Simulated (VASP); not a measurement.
Here is a VASP 6.6.1 calculation.

The input INCAR:

```
SYSTEM = Au
PREC = Accurate
ENCUT = 520
EDIFF = 1E-6
ISMEAR = -1
SIGMA = 0.05
LREAL = .False.
LASPH = .True.
NELM = 80
ALGO = Normal
ISIF = 2
LWAVE = .False.
LCHARG = .False.
GGA = PS
NBANDS = 18
```

Contents of KPOINTS:

```
regular mesh
0
Gamma
  15 15 8
  0 0 0
```

The input POSCAR:

```
Au
1.0
    2.5312239751      0.0000000000      0.0000000000
   -1.2656119876      2.1921042651      0.0000000000
    0.0000000000      0.0000000000      4.1756043380
Au
2
Direct
    0.3333333333      0.6666666667      0.2500000000
    0.6666666667      0.3333333333      0.7500000000
```

Potentials or basis: VASP PAW PBE potentials, release 64 (Au).

Command:

```bash
$ cat potpaw_PBE.64/Au/POTCAR > POTCAR
$ mpirun -np 1 vasp_std > vasp.out
```

Q: Predict the pressure.

A: 196.9 GPa.

Q: Predict the band gap on the k mesh.

A: Zero (band 11 reaches 23.27 eV, above the bottom of band 12 at 13.74 eV).

Caveat: the PAW data sets were made with another functional, which shifts forces and pressure a little; spin-orbit coupling is left out, which moves the levels of the heavy elements.
